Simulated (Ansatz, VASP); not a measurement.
**Sn4HO8 in VASP and in Ansatz**

```xyz
13
Lattice="0.0000 4.8272 -3.2382 0.0000 -4.8272 -3.2382 -4.8272 0.0000 3.2382" Properties=species:S:1:pos:R:3 pbc="T T T"
Sn   -2.4894   -2.3808   -1.6216
Sn   -2.2580    2.3608   -1.6216
Sn    0.0908   -0.0717   -0.0490
Sn    0.0910   -0.0721   -3.1942
O    -4.0354   -1.0505   -1.6217
O    -4.0067   -1.2658    1.6167
O    -0.6654    1.2409   -4.8596
O    -0.7092    1.0074   -1.6217
O    -3.1649    1.3123    0.0041
O    -3.1650   -3.5148   -0.0091
O    -1.5592   -1.3518   -3.2400
O    -1.5594   -1.3516   -0.0031
H    -4.8753    2.0418   -1.6214
```

Alike in both runs: functional PBE; k mesh 3 × 3 × 3; occupations gaussian, width 0.02 eV; collinear spin.

Ansatz relaxed the structure, and its values are those at the end. VASP's run is a single point on that final structure, the one shown.

```csv
,VASP,Ansatz
version,VASP 6.6.1,Ansatz 0.2.0
potentials or method,"VASP PAW PBE potentials, release 64 (Sn_d, O, H), cutoff 520 eV","scalar-relativistic, plane waves, PAW"
valence electrons in the cell,105,105
```

VASP gave:

| Item | Value |
| --- | --- |
| gap on the k mesh at the Fermi level (eV) | none |
| rms of the force components (eV/Å) | 0.022 |
| net moment per atom (μB) | 0.00 |

Task: What did Ansatz give for the same quantities?

Result: gap on the k mesh at the Fermi level (eV): none; rms of the force components (eV/Å): 0.001; net moment per atom (μB): 0.00.

A gap of «none» marks a metal or a gap that the smearing closes. Ansatz's warnings: seeded moment not kept.

The k mesh is coarse, so the values compare programs but aren't converged.
